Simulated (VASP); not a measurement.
# Te2Mo in VASP: a series of runs

Runs on Te2Mo. Level: LDA. Tasks: single point.

All numbers are computed with VASP 6.6.1; they aren't measurements. Logs are shortened: lines on timing, memory, paths and dates and some standing lists are left out, and cuts for length are marked.

### Step 1. The cell of the first run

The cell holds a slab with vacuum, 3 atoms: a = 3.467 Å, b = 3.467 Å, c = 17.520 Å, α = 90.00°, β = 90.00°, γ = 120.00°.

### Step 2. Single point, LDA (atom 3 (Mo) moved -0.100 Å along Cartesian [0 0 1])

INCAR reads:

```
SYSTEM = Te2Mo
PREC = Accurate
ENCUT = 520
EDIFF = 1E-6
ISMEAR = 0
SIGMA = 0.05
LREAL = .False.
LASPH = .True.
NELM = 60
ALGO = Normal
ISIF = 2
LWAVE = .False.
LCHARG = .False.
NBANDS = 20
```

KPOINTS reads:

```
regular mesh
0
Gamma
  12 12 2
  0 0 0
```

POSCAR reads:

```
Te2Mo
1.0
    3.4665480215      0.0000000000      0.0000000000
   -1.7332740108      3.0021186501      0.0000000000
    0.0000000000      0.0000000000     17.5198113284
Te Mo
2 1
Direct
    0.3333333333      0.6666666667      0.8975342416
    0.3333333333      0.6666666667      0.1024657584
    0.0000000000      0.0000000000     -0.0057078240
```

Potentials or basis: VASP PAW LDA potentials, release 64 (Te, Mo_sv).

The run is started by

```sh
$ cat potpaw_LDA.64/Te/POTCAR potpaw_LDA.64/Mo_sv/POTCAR > POTCAR
$ mpirun -np 1 vasp_std > vasp.out
```

OUTCAR:

```text
SYSTEM = Te2Mo
   PREC = Accurate
   ENCUT = 520
   EDIFF = 1E-6
   ISMEAR = 0
   LREAL = .False.
   LASPH = .True.
   NELM = 60
   ISIF = 2

 ion  position               nearest neighbor table
   1  0.333  0.667  0.898-   3 2.62   3 2.62   3 2.62   2 3.59
   2  0.333  0.667  0.102-   3 2.76   3 2.76   3 2.76   1 3.59
   3  0.000  0.000  0.994-   1 2.62   1 2.62   1 2.62   2 2.76   2 2.76   2 2.76

  LATTYP: Found a hexagonal cell.
 ALAT       =     3.4665480215
 C/A-ratio  =     5.0539646991

  Lattice vectors:

 A1 = (   3.4665480215,   0.0000000000,   0.0000000000)
 A2 = (  -1.7332740108,   3.0021186501,   0.0000000000)
 A3 = (   0.0000000000,   0.0000000000,  17.5198113284)

Analysis of symmetry for initial positions (statically):
=====================================================================
 Subroutine PRICEL returns:
 Original cell was already a primitive cell.

 Routine SETGRP: Setting up the symmetry group for a
 hexagonal supercell.

 Subroutine GETGRP returns: Found  6 space group operations
 (whereof  6 operations were pure point group operations)
 out of a pool of 24 trial point group operations.

The static configuration has the point symmetry C_3v.

Analysis of symmetry for dynamics (positions and initial velocities):
=====================================================================
 Subroutine PRICEL returns:
 Original cell was already a primitive cell.

 Routine SETGRP: Setting up the symmetry group for a
 hexagonal supercell.

 Subroutine GETGRP returns: Found  6 space group operations
 (whereof  6 operations were pure point group operations)
 out of a pool of 24 trial point group operations.

The dynamic configuration has the point symmetry C_3v.

 Subroutine INISYM returns: Found  6 space group operations
 (whereof  6 operations are pure point group operations),
 and found     1 'primitive' translations

----------------------------------------------------------------------------------------

                                     Primitive cell

  volume of cell :     182.3285

  direct lattice vectors                    reciprocal lattice vectors
     3.466548021  0.000000000  0.000000000     0.288471411  0.166549047  0.000000000
    -1.733274011  3.002118650  0.000000000     0.000000000  0.333098094  0.000000000
     0.000000000  0.000000000 17.519811328     0.000000000  0.000000000  0.057078240

  length of vectors
     3.466548021  3.466548022 17.519811328     0.333098094  0.333098094  0.057078240

  position of ions in fractional coordinates (direct lattice)
     0.333333333  0.666666667  0.897534242
     0.333333333  0.666666667  0.102465758
     0.000000000  0.000000000  0.994292176

  ion indices of the primitive-cell ions
   primitive index   ion index
                 1           1
                 2           2
                 3           3

----------------------------------------------------------------------------------------

 KPOINTS: regular mesh

Automatic generation of k-mesh.
 Grid dimensions read from file:
 generate k-points for:   12   12    2

 Generating k-lattice:

  Cartesian coordinates                     Fractional coordinates (reciprocal lattice)
     0.024039284  0.013879087  0.000000000     0.083333333  0.000000000  0.000000000
     0.000000000  0.027758174  0.000000000     0.000000000  0.083333333  0.000000000
     0.000000000  0.000000000  0.028539120     0.000000000  0.000000000  0.500000000

  Length of vectors
     0.027758174  0.027758174  0.028539120

  Shift w.r.t. Gamma in fractional coordinates (k-lattice)
     0.000000000  0.000000000  0.000000000

 Subroutine IBZKPT returns following result:
 ===========================================

 Found     38 irreducible k-points:

 Following reciprocal coordinates:
            Coordinates               Weight
  0.000000  0.000000  0.000000      1.000000
  0.083333  0.000000  0.000000      6.000000
  0.166667  0.000000  0.000000      6.000000
  0.250000  0.000000  0.000000      6.000000
  0.333333  0.000000  0.000000      6.000000
  0.416667  0.000000  0.000000      6.000000
[... 16 lines left out ...]
  0.250000  0.000000  0.500000      6.000000
  0.333333  0.000000  0.500000      6.000000
 [... further k-points ...]
   k-points           NKPTS =     38   k-points in BZ     NKDIM =     38   number of bands    NBANDS=     20
   number of dos      NEDOS =    301   number of ions     NIONS =      3
   total plane-waves  NPLWV = 109760
   dimension x,y,z NGX =    28 NGY =   28 NGZ =  140
   dimension x,y,z NGXF=    56 NGYF=   56 NGZF=  280
   ions per type =               2   1
   NGX,Y,Z   is equivalent  to a cutoff of  13.43, 13.43, 13.28 a.u.
   NGXF,Y,Z  is equivalent  to a cutoff of  26.86, 26.86, 26.57 a.u.
 SYSTEM =  Te2Mo
   PREC   = accura    normal or accurate (medium, high low for compatibility)
   ISTART =      0    job   : 0-new  1-cont  2-samecut
   ICHARG =      2    charge: 1-file 2-atom 10-const
   ISPIN  =      1    spin polarized calculation?
   LNONCOLLINEAR =      F non collinear calculations
   LSORBIT =      F    spin-orbit coupling
   LASPH  =      T    aspherical Exc in radial PAW
   ENCUT  =  520.0 eV  38.22 Ry    6.18 a.u.   6.45  6.45 32.58*2*pi/ulx,y,z
   NELM   =     60;   NELMIN=  2; NELMDL= -5     # of ELM steps
   EDIFF  = 0.1E-05   stopping-criterion for ELM
   LREAL  =      F    real-space projection
   EDIFFG = 0.1E-04   stopping-criterion for IOM
   NSW    =      0    number of steps for IOM
   IBRION =     -1    ionic relax: 0-MD 1-quasi-New 2-CG
   NFREE  =      0    steps in history (QN), initial steepest desc. (CG)
   ISIF   =      2    stress and relaxation
   ISYM   =      2    0-nonsym 1-usesym 2-fastsym
   POTIM  = 0.5000    time-step for ionic-motion
   TEBEG  =    0.0;   TEEND  =   0.0 temperature during run
   PSTRESS=    0.0 pullay stress
   NELECT =      26.0000    total number of electrons
   NUPDOWN=      -1.0000    fix difference up-down
   EMIN   =  10.00;   EMAX   =-10.00  energy-range for DOS
   EFERMI =   0.00;   METHOD = LEGACY
   ISMEAR =     0;   SIGMA  =   0.05  broadening in eV -4-tet -1-fermi 0-gaus
   EFERMI_NEDOS =   21; number of points for ismear=-14 and -15
   IALGO  =     38    algorithm
   IMIX   =      4    mixing-type and parameters
     AMIX     =   0.40;   BMIX     =  1.00
     AMIX_MAG =   1.60;   BMIX_MAG =  1.00
  volume/ion in A,a.u.               =      60.78       410.14
  Fermi-wavevector in a.u.,A,eV,Ry     =   0.855292  1.616268  9.952995  0.731525
  Thomas-Fermi vector in A             =   1.972019
   LORBIT       =      0    0 simple, 1 ext, 2 COOP (PROOUT), +10 PAW based schemes
   GGA     = CA    functional components
   LHFCALC =     F    Hartree Fock is set to
   AEXX    =    0.0000 exact exchange contribution
   IVDW    =     0    specifies the selected vdW correction
   LEPSILON=     F    determine dielectric tensor
   LRPA    =     F    only Hartree local field effects (RPA)
 non-spin polarized calculation
 Gauss-broadening in eV      SIGMA  =   0.05
  energy-cutoff  :      520.00
  volume of cell :      182.33
 maximum number of plane-waves:      4961
 NGX is ok and might be reduce to    28
   NGX = 13   NGY = 13   NGZ = 65

 number of electron      26.0000002 magnetization

 Free energy of the ion-electron system (eV)
  ---------------------------------------------------
  ext. energy  EPLUGINS =         0.00000000
  ---------------------------------------------------
  free energy    TOTEN  =       -20.35540541 eV

  energy without entropy =      -20.35540541  energy(sigma->0) =      -20.35540541

 E-fermi :   0.5462     XC(G=0):  -4.9440

 val. band max:        0.1253736428   @ k =   0.3333   0.3333   0.5000
 cond. band min:       1.3804137702   @ k =   0.3333   0.3333   0.0000
 fundamental gap:      1.2550401274
 Fermi energy:         0.5462396654

 k-point     1 :       0.0000    0.0000    0.0000
  band No.  band energies     occupation
      1     -60.0498      2.00000
      2     -34.4483      2.00000
      3     -34.2713      2.00000
      4     -34.2713      2.00000
      5     -12.6998      2.00000
      6     -11.7058      2.00000
[... 12 lines left out ...]
     19       5.0109      0.00000
     20       5.9243      0.00000

 k-point     2 :       0.0833    0.0000    0.0000
  band No.  band energies     occupation
      1     -60.0489      2.00000
      2     -34.4459      2.00000
      3     -34.2821      2.00000
      4     -34.2737      2.00000
      5     -12.5963      2.00000
      6     -11.6343      2.00000
[... 12 lines left out ...]
     19       5.1375      0.00000
     20       6.0828      0.00000

 k-point     3 :       0.1667    0.0000    0.0000
  band No.  band energies     occupation
      1     -60.0466      2.00000
      2     -34.4392      2.00000
      3     -34.3116      2.00000
      4     -34.2805      2.00000
      5     -12.2951      2.00000
      6     -11.4265      2.00000
[... 12 lines left out ...]
     19       5.4853      0.00000
     20       6.3948      0.00000

 k-point     4 :       0.2500    0.0000    0.0000
  band No.  band energies     occupation
      1     -60.0433      2.00000
      2     -34.4300      2.00000
      3     -34.3516      2.00000
      4     -34.2898      2.00000
      5     -11.8280      2.00000
      6     -11.1055      2.00000
[... 12 lines left out ...]
     19       6.0018      0.00000
     20       6.7940      0.00000

 k-point     5 :       0.3333    0.0000    0.0000
  band No.  band energies     occupation
      1     -60.0401      2.00000
      2     -34.4210      2.00000
      3     -34.3912      2.00000
      4     -34.2990      2.00000
      5     -11.2641      2.00000
      6     -10.7232      2.00000
[... 12 lines left out ...]
     19       6.1649      0.00000
     20       6.3595      0.00000
[... 353 lines left out ...]
      6     -11.6343      2.00000
[... 12 lines left out ...]
     19       4.9810      0.00000
     20       6.3896      0.00000

 k-point    22 :       0.1667    0.0000    0.5000
  band No.  band energies     occupation
      1     -60.0465      2.00000
      2     -34.4392      2.00000
      3     -34.3116      2.00000
      4     -34.2805      2.00000
      5     -12.2951      2.00000
      6     -11.4265      2.00000
[... 12 lines left out ...]
     19       5.3175      0.00000
     20       6.7262      0.00000

 k-point    23 :       0.2500    0.0000    0.5000
  band No.  band energies     occupation
      1     -60.0433      2.00000
      2     -34.4300      2.00000
      3     -34.3516      2.00000
      4     -34.2898      2.00000
      5     -11.8280      2.00000
      6     -11.1055      2.00000
[... 12 lines left out ...]
     19       5.8365      0.00000
     20       7.1219      0.00000

 k-point    24 :       0.3333    0.0000    0.5000
  band No.  band energies     occupation
      1     -60.0401      2.00000
      2     -34.4210      2.00000
      3     -34.3912      2.00000
      4     -34.2990      2.00000
      5     -11.2641      2.00000
      6     -10.7232      2.00000
[... 12 lines left out ...]
     19       6.1860      0.00000
     20       6.3167      0.00000

 [... further k-points ...]

------------------------ aborting loop because EDIFF is reached ----------------------------------------

  FORCE on cell =-STRESS in cart. coord.  units (eV):
  Direction    XX          YY          ZZ          XY          YZ          ZX
  --------------------------------------------------------------------------------------
  -------------------------------------------------------------------------------------
  Total        0.3779381      0.3779381      0.5178413     -0.0000000      0.0000000      0.0000000
  in kB        3.3210607      3.3210607      4.5504336     -0.0000000      0.0000000      0.0000000
  external PRESSURE =       3.7308517 kB  Pullay stress =       0.0000000 kB

 VOLUME and BASIS-vectors are now :
 -----------------------------------------------------------------------------
  energy-cutoff  :      520.00
  volume of cell :      182.33
      direct lattice vectors                 reciprocal lattice vectors
     3.466548021  0.000000000  0.000000000     0.288471411  0.166549047  0.000000000
    -1.733274011  3.002118650  0.000000000     0.000000000  0.333098094  0.000000000
     0.000000000  0.000000000 17.519811328     0.000000000  0.000000000  0.057078240

 POSITION                                       TOTAL-FORCE (eV/Angst)
 -----------------------------------------------------------------------------------
     -0.00000      2.00141     15.72463        -0.000000      0.000000     -1.378692
     -0.00000      2.00141      1.79518         0.000000     -0.000000     -0.952976
      0.00000      0.00000     17.41981         0.000000     -0.000000      2.331668
 -----------------------------------------------------------------------------------
    total drift:                                0.000000     -0.000000     -0.000164

  FREE ENERGIE OF THE ION-ELECTRON SYSTEM (eV)
  ---------------------------------------------------
  free  energy   TOTEN  =       -20.3554054059 eV

  energy  without entropy=      -20.3554054059  energy(sigma->0) =      -20.35540541
```

Wall time 3.2 min (1 thread of Intel Xeon Platinum 8488C (Sapphire Rapids), shared host); peak memory 0.33 GiB.

Results:

- Free energy: -20.3554 eV
- Largest force: 2.332 eV/Å
- Band gap on the k mesh: 1.25 eV

Forces on the atoms (eV/Å):
```
Te   0.000  0.000 -1.379
Te   0.000  0.000 -0.953
Mo   0.000  0.000  2.332
```

Levels at points of the mesh, in eV from the valence-band top:
| k point | band 11 | band 12 | band 13 | band 14 | band 15 | band 16 |
| --- | --- | --- | --- | --- | --- | --- |
| (0.00, 0.00, 0.00) | -0.74 | -0.74 | -0.41 | 3.29 | 3.29 | 3.90 |
| (0.50, 0.00, 0.00) | -1.65 | -0.68 | -0.08 | 1.61 | 1.91 | 3.38 |
| (0.00, 0.00, 0.50) | -0.74 | -0.74 | -0.41 | 3.29 | 3.29 | 3.90 |
| (0.50, 0.00, 0.50) | -1.65 | -0.68 | -0.08 | 1.61 | 1.91 | 3.38 |

Caveat: the cell differs from its parent crystal (atom 3 (Mo) moved -0.100 Å along Cartesian [0 0 1]); there is no dipole correction, which matters where the two faces differ; spin-orbit coupling is left out, which moves the levels of the heavy elements.

### Step 3. Single point, LDA (atom 3 (Mo) moved +0.080 Å along Cartesian [0 0 1])

INCAR reads:

```
  PREC = Accurate
  ENCUT = 520
  EDIFF = 1E-6
  ISMEAR = 0
  SIGMA = 0.05
  LREAL = False
  LASPH = True
  NELM = 100
  ALGO = Normal
  ISIF = 2
  LWAVE = False
  LCHARG = False
  NBANDS = 20
```

KPOINTS reads:

```
Automatic mesh
0
Gamma
  12 12 2
```

POSCAR, as its differences from that of step 2:

```diff
@@ -10,2 +10,2 @@
     0.3333333333      0.6666666667      0.1024657584
-    0.0000000000      0.0000000000     -0.0057078240
+    0.0000000000      0.0000000000      0.0045662592
```

Potentials or basis: VASP PAW LDA potentials, release 64 (Te, Mo_sv).

The run is started by

```sh
$ cat potpaw_LDA.64/Te/POTCAR potpaw_LDA.64/Mo_sv/POTCAR > POTCAR
$ mpirun -np 1 vasp_std > vasp.out
```

Run time: 3.2 min. Hardware: 1 thread of Intel Xeon Platinum 8488C (Sapphire Rapids), shared host; peak memory 0.33 GiB.

The run converged. Its results:

- Free energy: -20.3974 eV
- Largest force: 1.864 eV/Å
- Band gap on the k mesh: 1.25 eV

Forces in eV/Å, atoms in the order of the input:
```
Te   0.000  0.000  0.776
Te   0.000  0.000  1.088
Mo   0.000  0.000 -1.864
```

Levels at points of the mesh, in eV from the valence-band top:
| k point | band 9 | band 10 | band 11 | band 12 | band 13 | band 14 | band 15 | band 16 | band 17 | band 18 |
| --- | --- | --- | --- | --- | --- | --- | --- | --- | --- | --- |
| (0.00, 0.00, 0.00) | -1.67 | -1.67 | -0.77 | -0.77 | -0.47 | 3.31 | 3.31 | 3.83 | 3.83 | 4.35 |
| (0.50, 0.00, 0.00) | -3.36 | -2.31 | -1.66 | -0.71 | -0.10 | 1.60 | 1.90 | 3.40 | 3.97 | 4.15 |
| (0.00, 0.00, 0.50) | -1.67 | -1.67 | -0.77 | -0.77 | -0.47 | 3.31 | 3.31 | 3.83 | 3.83 | 4.43 |
| (0.50, 0.00, 0.50) | -3.36 | -2.31 | -1.66 | -0.71 | -0.10 | 1.60 | 1.90 | 3.40 | 3.97 | 4.15 |

Caveat: the cell differs from its parent crystal (atom 3 (Mo) moved +0.080 Å along Cartesian [0 0 1]); there is no dipole correction, which matters where the two faces differ; spin-orbit coupling is left out, which moves the levels of the heavy elements.
